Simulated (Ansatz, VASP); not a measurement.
**As: VASP beside Ansatz**

```
As
1.0
     0.00000    2.91252    2.91252
     2.91252    0.00000    2.91252
     2.91252    2.91252    0.00000
As
2
Direct
  0.12500 0.12500 0.12500
  0.87500 0.87500 0.87500
```

Alike in both runs: task relaxation of cell and atoms; functional r2SCAN; k mesh 9 × 9 × 9; occupations fermi-dirac, width 0.1 eV; no spin polarisation.

|  | VASP | Ansatz |
| --- | --- | --- |
| version | VASP 6.6.1 | Ansatz 0.2.0 |
| potentials or method | VASP PAW PBE potentials, release 64 (As), cutoff 600 eV | plane waves (500 eV) with PAW, scalar-relativistic |
| valence electrons in the cell | 10 | 30 |

Ansatz gave:

```
relaxed volume (Å³/atom)                                     : 27.93
relaxed cell length with the largest relative difference (Å) : 4.291
```

**Question.** What did VASP give for the same quantities?

**Answer.** Relaxed volume (Å³/atom): 27.91; relaxed cell length with the largest relative difference (Å): 4.290.

VASP's potentials were made for PBE, not for r2SCAN. VASP's potentials hold 10 valence electrons a cell and Ansatz's 30, so a difference there can come from the potentials and not from the codes.
